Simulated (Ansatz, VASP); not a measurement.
One calculation of AlN, two programs

INCAR

```
SYSTEM = AlN
PREC = Accurate
ENCUT = 520
EDIFF = 1E-6
ISMEAR = 0
SIGMA = 0.05
LREAL = .FALSE.
LASPH = .TRUE.
NELM = 80
ALGO = Normal
ISIF = 2
LWAVE = .FALSE.
LCHARG = .TRUE.
GGA = PE
LELF = .TRUE.
LVHAR = .TRUE.
NBANDS = 16
```

File KPOINTS:

```
regular mesh
0
G
  9 9 6
  0 0 0
```

Contents of POSCAR:

```
AlN
1.0
    3.1298889821      0.0000000000      0.0000000000
   -1.5649444910      2.7105633695      0.0000000000
    0.0000000000      0.0000000000      5.0169562974
Al N
2 2
Direct
    0.3214501079      0.6991322423      0.0017290859
    0.6785498921      0.3008677577      0.5017290859
    0.3438434901      0.6379523843      0.3832709141
    0.6561565099      0.3620476157      0.8832709141
```

Input for Ansatz:

```yaml
crystal:
  lattice:
    - [3.1298889821, 0.0, 0.0]
    - [-1.564944491, 2.7105633695, 0.0]
    - [0.0, 0.0, 5.0169562974]
  atoms:
    - { symbol: Al, position: [0.3214501079, 0.6991322423, 0.0017290859] }
    - { symbol: Al, position: [0.6785498921, 0.3008677577, 0.5017290859] }
    - { symbol: "N", position: [0.3438434901, 0.6379523843, 0.3832709141] }
    - { symbol: "N", position: [0.6561565099, 0.3620476157, 0.8832709141] }
basis:
  ecutwfc: 520.0
kpoints:
  mp_grid: { grid: [9, 9, 6] }
hamiltonian:
  xc: pbe
  pseudopotentials: { kind: paw, azcp: { folder: soft_1 } }
scf:
  occupations: { method: gaussian, width: 0.05 }
output:
  forces: true
  stress: true
  eigenvalues: true
  write_density: true
  write_potential: true
  elf: true
  volumetric_format: npy
```

Change from the starting cell: mode 4 frozen in at -0.088 Å and mode 5 at +0.088 Å (largest displacements).

Alike in both runs: task single point; functional PBE; k mesh 9 × 9 × 6; occupations gaussian, width 0.05 eV; no spin polarisation.

|  | VASP | Ansatz |
| --- | --- | --- |
| version | VASP 6.6.1 | Ansatz 0.2.0 |
| potentials or method | VASP PAW PBE potentials, release 64 (Al, N), cutoff 520 eV | scalar-relativistic, plane waves, PAW |
| valence electrons in the cell | 16 | 16 |

|  | VASP | Ansatz | Ansatz less VASP |
| --- | --- | --- | --- |
| gap on the k mesh at the Fermi level (eV) | 3.87 | 3.87 | -0.008 |
| least direct gap on the mesh (eV) | 3.87 | 3.87 | -0.008 |
| pressure (GPa) | -0.5 | -0.4 | +0.17 |
| traceless stress, the component that is largest in VASP (GPa) | -0.64 | -0.62 | +0.018 |
| rms of the force components (eV/Å) | 0.303 | 0.301 | -0.0011 |

Atom by atom the forces differ by 0.001 eV/Å (rms over components).
